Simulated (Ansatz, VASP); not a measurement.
# Be2AlI: VASP beside Ansatz

```xyz
4
Lattice="3.5409 0.0000 0.0000 0.0000 3.5409 0.0000 0.0000 0.0000 6.7599" Properties=species:S:1:pos:R:3 pbc="T T T"
Be    1.7704    0.0000    5.1055
Be    0.0000    1.7704    1.6543
Al    1.7704    1.7704    0.0000
I     0.0000    0.0000    3.3799
```

Change from the starting cell: species swapped into the Zn2SeS type (P-4m2, No. 115).

Alike in both runs: task relaxation of cell and atoms; functional PBE; k mesh 14 × 14 × 8; occupations gaussian, width 0.1 eV; no spin polarisation.

```csv
,VASP,Ansatz
version,VASP 6.6.1,Ansatz 0.2.0
potentials or method,"VASP PAW PBE potentials, release 64 (Be, Al, I), cutoff 600 eV","scalar-relativistic, plane waves, PAW"
valence electrons in the cell,14,24
```

VASP gave:

```
gap on the k mesh at the Fermi level, each at its own relaxed structure (eV) : none
relaxed volume (Å³/atom)                                                     : 21.23
relaxed cell length with the largest relative difference (Å)                 : 6.730
```

Estimate Ansatz's values.

gap on the k mesh at the Fermi level, each at its own relaxed structure (eV): none; relaxed volume (Å³/atom): 21.23; relaxed cell length with the largest relative difference (Å): 6.728.

A gap of «none» marks a metal or a gap that the smearing closes. VASP's potentials hold 14 valence electrons a cell and Ansatz's 24, so a difference there can come from the potentials and not from the codes.

Neither program's run includes spin-orbit coupling.
